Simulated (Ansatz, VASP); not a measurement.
Two plane-wave programs on SiSn5

```
Si Sn
1.0
     4.56838    0.00000    0.00000
    -2.28419    3.95634    0.00000
     0.00000    0.00000   22.50313
Si Sn
2 10
Direct
  0.33333 0.66667 0.01278
  0.66667 0.33333 0.98722
  0.33333 0.66667 0.12988
  0.66667 0.33333 0.87012
  0.00000 0.00000 0.82402
  0.00000 0.00000 0.69678
  0.00000 0.00000 0.17598
  0.00000 0.00000 0.30322
  0.66667 0.33333 0.34947
  0.66667 0.33333 0.47686
  0.33333 0.66667 0.65053
  0.33333 0.66667 0.52314
```

Alike in both runs: task single point; functional PBE; k mesh 6 × 6 × 1; occupations gaussian, width 0.2 eV; no spin polarisation.

|  | VASP | Ansatz |
| --- | --- | --- |
| version | VASP 6.6.1 | Ansatz 0.2.0 |
| potentials or method | VASP PAW PBE potentials, release 64 (Si, Sn_d), cutoff 520 eV | scalar-relativistic, plane waves, PAW |
| valence electrons in the cell | 148 | 148 |

Ansatz gave:

* gap on the k mesh at the Fermi level (eV): none
* pressure (GPa): 0.1
* rms of the force components (eV/Å): 0.006

**Question.** Estimate VASP's values.

**Answer.** gap on the k mesh at the Fermi level (eV): none; pressure (GPa): 0.0; rms of the force components (eV/Å): 0.007.

Atom by atom the forces differ by 0.001 eV/Å (rms over components). A gap of «none» marks a metal or a gap that the smearing closes. The functional is the same, so the differences come from potentials, cutoffs and numerics.
